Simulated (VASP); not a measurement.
The system is NaScI4.

```
Na Sc I
1.0
     5.51298    0.00000    0.00000
     0.00000    5.51298    0.00000
     0.00000    0.00000    7.93375
Na Sc I
1 1 4
Cartesian
  0.0000 0.0000 0.0000
  2.7565 2.7565 3.9669
  2.7565 0.0000 5.8134
  0.0000 2.7565 2.1203
  2.7565 0.0000 2.1203
  0.0000 2.7565 5.8134
```

| Item | Value |
| --- | --- |
| Program | VASP 6.6.1 |
| Task | relaxation of cell and atoms |
| Functional | PBEsol |
| Potentials or basis | VASP PAW PBE potentials, release 64 (Na_pv, Sc_sv, I) |
| Cutoff | 600 eV |
| k mesh | 4 × 4 × 4 |
| Occupations | fermi-dirac, width 0.03 eV |
| Spin | no spin polarisation |

At the start: pressure -3.3 GPa; volume 40.19 Å³/atom.

Question: How do energy, volume and symmetry change on relaxing?

Answer: Over 10 steps the energy falls by 68.4 meV/atom and the volume is 34.83 Å³/atom (-13.3 %); space group P4/mmm (No. 123, to 0.1 Å) before and after.

The path:
| step | energy change (eV) | largest force (eV/Å) | pressure (GPa) | volume (Å³) |
| --- | --- | --- | --- | --- |
| 1 | 0.0000 | 0.3001 | -3.31 | 241.13 |
| 2 | -0.3985 | 0.0436 | -0.67 | 213.25 |
| 3 | -0.4093 | 0.0130 | -0.01 | 208.75 |
| 4 | -0.4092 | 0.0213 | 0.09 | 208.14 |
| 5 | -0.4100 | 0.0062 | 0.07 | 208.23 |
| 6 | -0.4101 | 0.0106 | 0.08 | 208.25 |
| 7 | -0.4102 | 0.0150 | 0.00 | 208.80 |
| 8 | -0.4102 | 0.0154 | -0.01 | 208.86 |
| 9 | -0.4103 | 0.0107 | -0.01 | 208.90 |
| 10 | -0.4103 | 0.0012 | 0.00 | 208.99 |

Final structure:
```
Na Sc I
1.0
     5.21638    0.00000    0.00000
     0.00000    5.21638    0.00000
     0.00000    0.00000    7.68048
Na Sc I
1 1 4
Direct
  0.00000 0.00000 0.00000
  0.50000 0.50000 0.50000
  0.50000 0.00000 0.73017
  0.00000 0.50000 0.26983
  0.50000 0.00000 0.26983
  0.00000 0.50000 0.73017
```

Caveat: the PAW data sets were made with another functional, which shifts forces and pressure a little.
